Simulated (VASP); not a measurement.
# Fe (Im-3m) in VASP: a series of runs

Fe is run at these levels: RPBE; tasks: single point.

All numbers are computed with VASP 6.6.1; they aren't measurements. Logs are shortened: lines on timing, memory, paths and dates and some standing lists are left out, and cuts for length are marked.

### 1 The cell of the first run

It takes space group Im-3m (No. 229, cubic). Conventional cell: a = 2.886 Å, b = 2.886 Å, c = 2.886 Å, α = 90.00°, β = 90.00°, γ = 90.00°. Within 3.3 Å of Fe (site symmetry m-3m) lie 14 Fe at 2.50 to 2.89 Å.

### 2 Single point, RPBE, collinear spin, ferromagnetic start

File INCAR:

```
SYSTEM = Fe
  ALGO = Normal
  EDIFF = 1E-6
  ENCUT = 600
  GGA = RP
  GGA_COMPAT = .FALSE.
  ISIF = 2
  ISMEAR = -1
  ISPIN = 2
  LASPH = .TRUE.
  LCHARG = .FALSE.
  LMAXMIX = 4
  LORBIT = 11
  LREAL = .FALSE.
  LWAVE = .FALSE.
  MAGMOM = 3.5
  NBANDS = 14
  NELM = 200
  PREC = Accurate
  SIGMA = 0.2
```

File KPOINTS:

```
k-points
0
G
  11 11 11
  0 0 0
```

File POSCAR:

```
Fe
1.0
   -1.4430000000      1.4430000000      1.4430000000
    1.4430000000     -1.4430000000      1.4430000000
    1.4430000000      1.4430000000     -1.4430000000
Fe
1
Direct
    0.0000000000      0.0000000000      0.0000000000
```

Potentials or basis: VASP PAW PBE potentials, release 64 (Fe).

The run is started by

```
cat potpaw_PBE.64/Fe/POTCAR > POTCAR
mpirun -np 1 vasp_std > vasp.out
```

OUTCAR:

```text
SYSTEM = Fe
   EDIFF = 1E-6
   ENCUT = 600
   GGA = RP
   ISIF = 2
   ISMEAR = -1
   ISPIN = 2
   LASPH = .TRUE.
   LORBIT = 11
   LREAL = .FALSE.
   NELM = 200
   PREC = Accurate

 ion  position               nearest neighbor table
   1  0.000  0.000  0.000-

  LATTYP: Found a body centered cubic cell.
 ALAT       =     2.8860000000

  Lattice vectors:

 A1 = (  -1.4430000000,   1.4430000000,   1.4430000000)
 A2 = (   1.4430000000,  -1.4430000000,   1.4430000000)
 A3 = (   1.4430000000,   1.4430000000,  -1.4430000000)

Analysis of symmetry for initial positions (statically):
=====================================================================
 Subroutine PRICEL returns:
 Original cell was already a primitive cell.

 Routine SETGRP: Setting up the symmetry group for a
 body centered cubic supercell.

 Subroutine GETGRP returns: Found 48 space group operations
 (whereof 48 operations were pure point group operations)
 out of a pool of 48 trial point group operations.

The static configuration has the point symmetry O_h .

Analysis of symmetry for dynamics (positions and initial velocities):
=====================================================================
 Subroutine PRICEL returns:
 Original cell was already a primitive cell.

 Routine SETGRP: Setting up the symmetry group for a
 body centered cubic supercell.

 Subroutine GETGRP returns: Found 48 space group operations
 (whereof 48 operations were pure point group operations)
 out of a pool of 48 trial point group operations.

The dynamic configuration has the point symmetry O_h .

Analysis of structural, dynamic, and magnetic symmetry:
=====================================================================
 Subroutine PRICEL returns:
 Original cell was already a primitive cell.

 Routine SETGRP: Setting up the symmetry group for a
 body centered cubic supercell.

 Subroutine GETGRP returns: Found 48 space group operations
 (whereof 48 operations were pure point group operations)
 out of a pool of 48 trial point group operations.

The overall configuration has the point symmetry O_h .

 Subroutine INISYM returns: Found 48 space group operations
 (whereof 48 operations are pure point group operations),
 and found     1 'primitive' translations

----------------------------------------------------------------------------------------

                                     Primitive cell

  volume of cell :      12.0187

[... 120 lines left out ...]
 maximum number of plane-waves:       414
   NGX =  9   NGY =  9   NGZ =  9

 number of electron       7.9999995 magnetization       2.3442772

 Free energy of the ion-electron system (eV)
  ---------------------------------------------------
  ext. energy  EPLUGINS =         0.00000000
  ---------------------------------------------------
  free energy    TOTEN  =        -7.82364790 eV

  energy without entropy =       -7.68739844  energy(sigma->0) =       -7.75552317

 E-fermi :   5.4580     XC(G=0): -12.7044

 val. band max:        5.4569322874   @ k =   0.0909   0.0000   0.0000
 cond. band min:       5.4621502667   @ k =  -0.0909   0.0909   0.0909
 fundamental gap:      0.0052179793
 Fermi energy:         5.4579839916

 spin component 1

 k-point     1 :       0.0000    0.0000    0.0000
  band No.  band energies     occupation
      1      -2.6882      1.00000
      2       3.1394      0.99999
      3       3.1394      0.99999
      4       3.1394      0.99999
      5       4.2567      0.99754
      6       4.2567      0.99754
      7      29.8515      0.00000
      8      29.8515      0.00000
      9      29.8515      0.00000
     10      34.5944      0.00000
     11      34.5944      0.00000
     12      36.6187      0.00000
     13      36.6187      0.00000
     14      36.6187      0.00000
[... 379 lines left out ...]
      3       3.2008      0.99999
      4       4.3964      0.99507
      5       4.4835      0.99240
      6       9.6928      0.00000
      7      12.5992      0.00000
      8      17.3235      0.00000
      9      20.3617      0.00000
     10      34.2020      0.00000
     11      38.7682      0.00000
     12      39.3301      0.00000
     13      44.8643      0.00000
     14      44.9342      0.00000

 [... further k-points ...]

 spin component 2

 k-point     1 :       0.0000    0.0000    0.0000
  band No.  band energies     occupation
      1      -2.5695      1.00000
      2       5.2722      0.71683
      3       5.2724      0.71669
      4       5.2724      0.71668
      5       7.1949      0.00017
      6       7.1950      0.00017
      7      29.4896      0.00000
      8      29.4896      0.00000
      9      29.4896      0.00000
     10      34.6840      0.00000
     11      34.6840      0.00000
     12      37.2651      0.00000
     13      37.2651      0.00000
     14      37.2651      0.00000
[... 379 lines left out ...]
      3       4.5253      0.99065
      4       7.2472      0.00013
      5       7.4470      0.00005
      6      10.9008      0.00000
      7      13.8347      0.00000
      8      17.9819      0.00000
      9      20.9344      0.00000
     10      34.1880      0.00000
     11      38.7324      0.00000
     12      39.7710      0.00000
     13      44.7781      0.00000
     14      45.6502      0.00000

 [... further k-points ...]

------------------------ aborting loop because EDIFF is reached ----------------------------------------

  FORCE on cell =-STRESS in cart. coord.  units (eV):
  Direction    XX          YY          ZZ          XY          YZ          ZX
  --------------------------------------------------------------------------------------
  -------------------------------------------------------------------------------------
  Total       -0.1458843     -0.1458843     -0.1458843      0.0000000      0.0000000     -0.0000000
  in kB      -19.4473435    -19.4473435    -19.4473435      0.0000000      0.0000000     -0.0000000
  external PRESSURE =     -19.4473435 kB  Pullay stress =       0.0000000 kB

 VOLUME and BASIS-vectors are now :
 -----------------------------------------------------------------------------
  energy-cutoff  :      600.00
  volume of cell :       12.02
      direct lattice vectors                 reciprocal lattice vectors
    -1.443000000  1.443000000  1.443000000     0.000000000  0.346500347  0.346500347
     1.443000000 -1.443000000  1.443000000     0.346500347  0.000000000  0.346500347
     1.443000000  1.443000000 -1.443000000     0.346500347  0.346500347  0.000000000

 POSITION                                       TOTAL-FORCE (eV/Angst)
 -----------------------------------------------------------------------------------
      0.00000      0.00000      0.00000         0.000000      0.000000      0.000000
 -----------------------------------------------------------------------------------
    total drift:                                0.000000     -0.000000      0.000000

  FREE ENERGIE OF THE ION-ELECTRON SYSTEM (eV)
  ---------------------------------------------------
  free  energy   TOTEN  =        -7.8236478993 eV

  energy  without entropy=       -7.6873984353  energy(sigma->0) =       -7.75552317

 total charge

# of ion       s       p       d       tot
------------------------------------------
    1        0.464   0.494   6.193   7.152

 magnetization (x)

# of ion       s       p       d       tot
------------------------------------------
    1       -0.014  -0.058   2.427   2.354
```

stdout:

```text
POSCAR found type information on POSCAR Fe
 POSCAR found :  1 types and       1 ions
 scaLAPACK will be used
 -----------------------------------------------------------------------------
|                                                                             |
|                                                                             |
|     You enforced a specific xc type in the INCAR file but a different       |
|     I HOPE YOU KNOW WHAT YOU ARE DOING!                                     |
|                                                                             |
 -----------------------------------------------------------------------------

 LDA part: xc-table for (Slater+PW92), standard interpolation
 POSCAR, INCAR and KPOINTS ok, starting setup
 FFT: planning ... GRIDC
 FFT: planning ... GRID_SOFT
 FFT: planning ... GRID
 WAVECAR not read
 entering main loop
```

It took 13 s on 1 thread of Intel Xeon 6975P-C (Granite Rapids), shared host; peak memory 0.14 GiB.

What came out:

```yaml
Free_energy: -7.8236 eV
Pressure: -1.9 GPa
Net_moment: 2.34 μB per cell
Site_moments: Fe +2.35 μB
Valence_electrons_inside_the_program's_atomic_spheres: Fe 7.15
```

Caveat: the PAW data sets were made with another functional, which shifts forces and pressure a little.

### 3 Single point, RPBE, collinear spin, ferromagnetic start

This run uses another cell than the first one, of 12.34 Å³/atom, 1.027 times its volume.

File INCAR:

```
ALGO     = Normal         # electronic algorithm
EDIFF    = 1E-6           # SCF threshold, eV
ENCUT    = 600            # plane-wave cutoff, eV
GGA      = RP             # functional
GGA_COMPAT= False        
ISIF     = 2              # what is computed and relaxed
ISMEAR   = -1             # smearing method
ISPIN    = 2              # spin polarisation
LASPH    = True           # aspherical terms in the spheres
LCHARG   = False          # write CHGCAR
LMAXMIX  = 4              # l up to which the mixer works
LORBIT   = 11             # projections on sites
LREAL    = False          # projectors in reciprocal space
LWAVE    = False          # write WAVECAR
MAGMOM   = 3.5            # initial moments
NBANDS   = 14             # bands
NELM     = 200            # most SCF steps
PREC     = Accurate       # precision mode
SIGMA    = 0.2            # smearing width, eV
```

File KPOINTS:

```
k-points
0
Gamma
  11 11 11
```

File POSCAR:

```
Fe
1.0
   -1.4557143115      1.4557143115      1.4557143115
    1.4557143115     -1.4557143115      1.4557143115
    1.4557143115      1.4557143115     -1.4557143115
Fe
1
Direct
    0.0000000000      0.0000000000      0.0000000000
```

Potentials or basis: VASP PAW PBE potentials, release 64 (Fe).

The run is started by

```
cat potpaw_PBE.64/Fe/POTCAR > POTCAR
mpirun -np 1 vasp_std > vasp.out
```

OUTCAR:

```text
EDIFF = 1E-6
   ENCUT = 600
   GGA = RP
   ISIF = 2
   ISMEAR = -1
   ISPIN = 2
   LASPH = True
   LORBIT = 11
   LREAL = False
   NELM = 200
   PREC = Accurate

 ion  position               nearest neighbor table
   1  0.000  0.000  0.000-

  LATTYP: Found a body centered cubic cell.
 ALAT       =     2.9114286230

  Lattice vectors:

 A1 = (  -1.4557143115,   1.4557143115,   1.4557143115)
 A2 = (   1.4557143115,  -1.4557143115,   1.4557143115)
 A3 = (   1.4557143115,   1.4557143115,  -1.4557143115)

Analysis of symmetry for initial positions (statically):
=====================================================================
 Subroutine PRICEL returns:
 Original cell was already a primitive cell.

 Routine SETGRP: Setting up the symmetry group for a
 body centered cubic supercell.

 Subroutine GETGRP returns: Found 48 space group operations
 (whereof 48 operations were pure point group operations)
 out of a pool of 48 trial point group operations.

The static configuration has the point symmetry O_h .

Analysis of symmetry for dynamics (positions and initial velocities):
=====================================================================
 Subroutine PRICEL returns:
 Original cell was already a primitive cell.

 Routine SETGRP: Setting up the symmetry group for a
 body centered cubic supercell.

 Subroutine GETGRP returns: Found 48 space group operations
 (whereof 48 operations were pure point group operations)
 out of a pool of 48 trial point group operations.

The dynamic configuration has the point symmetry O_h .

Analysis of structural, dynamic, and magnetic symmetry:
=====================================================================
 Subroutine PRICEL returns:
 Original cell was already a primitive cell.

 Routine SETGRP: Setting up the symmetry group for a
 body centered cubic supercell.

 Subroutine GETGRP returns: Found 48 space group operations
 (whereof 48 operations were pure point group operations)
 out of a pool of 48 trial point group operations.

The overall configuration has the point symmetry O_h .

 Subroutine INISYM returns: Found 48 space group operations
 (whereof 48 operations are pure point group operations),
 and found     1 'primitive' translations

----------------------------------------------------------------------------------------

                                     Primitive cell

  volume of cell :      12.3392

  direct lattice vectors                    reciprocal lattice vectors
    -1.455714311  1.455714311  1.455714311     0.000000000  0.343473988  0.343473988
     1.455714311 -1.455714311  1.455714311     0.343473988  0.000000000  0.343473988
     1.455714311  1.455714311 -1.455714311     0.343473988  0.343473988  0.000000000

  length of vectors
     2.521371149  2.521371149  2.521371149     0.485745572  0.485745572  0.485745572

  position of ions in fractional coordinates (direct lattice)
     0.000000000  0.000000000  0.000000000

  ion indices of the primitive-cell ions
   primitive index   ion index
                 1           1

----------------------------------------------------------------------------------------

 KPOINTS: k-points

Automatic generation of k-mesh.
 Grid dimensions read from file:
 generate k-points for:   11   11   11

 Generating k-lattice:

[... 69 lines left out ...]
   POTIM  = 0.5000    time-step for ionic-motion
   TEBEG  =    0.0;   TEEND  =   0.0 temperature during run
   PSTRESS=    0.0 pullay stress
   NELECT =       8.0000    total number of electrons
   NUPDOWN=      -1.0000    fix difference up-down
   EMIN   =  10.00;   EMAX   =-10.00  energy-range for DOS
   EFERMI =   0.00;   METHOD = LEGACY
   ISMEAR =    -1;   SIGMA  =   0.20  broadening in eV -4-tet -1-fermi 0-gaus
   EFERMI_NEDOS =   21; number of points for ismear=-14 and -15
   IALGO  =     38    algorithm
   IMIX   =      4    mixing-type and parameters
     AMIX     =   0.40;   BMIX     =  1.00
     AMIX_MAG =   1.60;   BMIX_MAG =  1.00
  volume/ion in A,a.u.               =      12.34        83.27
  Fermi-wavevector in a.u.,A,eV,Ry     =   1.416909  2.677570 27.315486  2.007632
  Thomas-Fermi vector in A             =   2.538195
   LORBIT       =     11    0 simple, 1 ext, 2 COOP (PROOUT), +10 PAW based schemes
   GGA     = RP    functional components
   LHFCALC =     F    Hartree Fock is set to
   AEXX    =    0.0000 exact exchange contribution
   IVDW    =     0    specifies the selected vdW correction
   LEPSILON=     F    determine dielectric tensor
   LRPA    =     F    only Hartree local field effects (RPA)
 spin polarized calculation
  energy-cutoff  :      600.00
  volume of cell :       12.34
 maximum number of plane-waves:       421
   NGX =  9   NGY =  9   NGZ =  9

 number of electron       7.9999995 magnetization       2.4138676

 Free energy of the ion-electron system (eV)
  ---------------------------------------------------
  ext. energy  EPLUGINS =         0.00000000
  ---------------------------------------------------
  free energy    TOTEN  =        -7.81667258 eV

  energy without entropy =       -7.67975704  energy(sigma->0) =       -7.74821481

 E-fermi :   5.2311     XC(G=0): -12.5559

 val. band max:        5.2104225744   @ k =   0.4545   0.0000   0.0000
 cond. band min:       5.2720074287   @ k =   0.4545   0.0909   0.0000
 fundamental gap:      0.0615848543
 Fermi energy:         5.2311013226

 spin component 1

 k-point     1 :       0.0000    0.0000    0.0000
  band No.  band energies     occupation
      1      -2.7877      1.00000
      2       2.9145      0.99999
      3       2.9145      0.99999
      4       2.9145      0.99999
      5       3.9947      0.99794
      6       3.9947      0.99794
      7      29.3469      0.00000
      8      29.3469      0.00000
      9      29.3469      0.00000
     10      33.9347      0.00000
     11      33.9347      0.00000
     12      35.8142      0.00000
     13      35.8381      0.00000
     14      35.8399      0.00000
[... 379 lines left out ...]
      3       2.9871      0.99999
      4       4.1250      0.99605
      5       4.2094      0.99399
      6       9.3315      0.00000
      7      12.1354      0.00000
      8      16.8260      0.00000
      9      19.8071      0.00000
     10      33.5572      0.00000
     11      38.0608      0.00000
     12      38.5113      0.00000
     13      43.9121      0.00000
     14      44.1381      0.00000

 [... further k-points ...]

 spin component 2

 k-point     1 :       0.0000    0.0000    0.0000
  band No.  band energies     occupation
      1      -2.6726      1.00000
      2       5.1282      0.62587
      3       5.1283      0.62572
      4       5.1283      0.62571
      5       6.9835      0.00016
      6       6.9836      0.00016
      7      28.9666      0.00000
      8      28.9666      0.00000
      9      28.9666      0.00000
     10      34.0030      0.00000
     11      34.0030      0.00000
     12      36.4776      0.00000
     13      36.4776      0.00000
     14      36.4776      0.00000
[... 379 lines left out ...]
      3       4.3581      0.98744
      4       7.0340      0.00012
      5       7.2264      0.00005
      6      10.5679      0.00000
      7      13.4016      0.00000
      8      17.4960      0.00000
      9      20.3863      0.00000
     10      33.5373      0.00000
     11      38.0157      0.00000
     12      38.9538      0.00000
     13      43.9717      0.00000
     14      44.7085      0.00000

 [... further k-points ...]

------------------------ aborting loop because EDIFF is reached ----------------------------------------

  FORCE on cell =-STRESS in cart. coord.  units (eV):
  Direction    XX          YY          ZZ          XY          YZ          ZX
  --------------------------------------------------------------------------------------
  -------------------------------------------------------------------------------------
  Total       -0.3866402     -0.3866402     -0.3866402      0.0000000     -0.0000000      0.0000000
  in kB      -50.2029381    -50.2029381    -50.2029381      0.0000000     -0.0000000      0.0000000
  external PRESSURE =     -50.2029381 kB  Pullay stress =       0.0000000 kB

 VOLUME and BASIS-vectors are now :
 -----------------------------------------------------------------------------
  energy-cutoff  :      600.00
  volume of cell :       12.34
      direct lattice vectors                 reciprocal lattice vectors
    -1.455714311  1.455714311  1.455714311     0.000000000  0.343473988  0.343473988
     1.455714311 -1.455714311  1.455714311     0.343473988  0.000000000  0.343473988
     1.455714311  1.455714311 -1.455714311     0.343473988  0.343473988  0.000000000

 POSITION                                       TOTAL-FORCE (eV/Angst)
 -----------------------------------------------------------------------------------
      0.00000      0.00000      0.00000         0.000000     -0.000000     -0.000000
 -----------------------------------------------------------------------------------
    total drift:                                0.000000     -0.000000      0.000000

  FREE ENERGIE OF THE ION-ELECTRON SYSTEM (eV)
  ---------------------------------------------------
  free  energy   TOTEN  =        -7.8166725848 eV

  energy  without entropy=       -7.6797570398  energy(sigma->0) =       -7.74821481

 total charge

# of ion       s       p       d       tot
------------------------------------------
    1        0.454   0.473   6.176   7.104

 magnetization (x)

# of ion       s       p       d       tot
------------------------------------------
    1       -0.015  -0.058   2.502   2.429
```

Run time: 18 s. Hardware: 1 thread of Intel Xeon 6975P-C (Granite Rapids), shared host; peak memory 0.14 GiB.

What came out:

```
Free energy                                           : -7.8167 eV
Pressure                                              : -5.0 GPa
Net moment                                            : 2.41 μB per cell
Site moments                                          : Fe +2.43 μB
Valence electrons inside the program's atomic spheres : Fe 7.10
```

Caveat: the PAW data sets were made with another functional, which shifts forces and pressure a little.

[end of part 1 of 2]
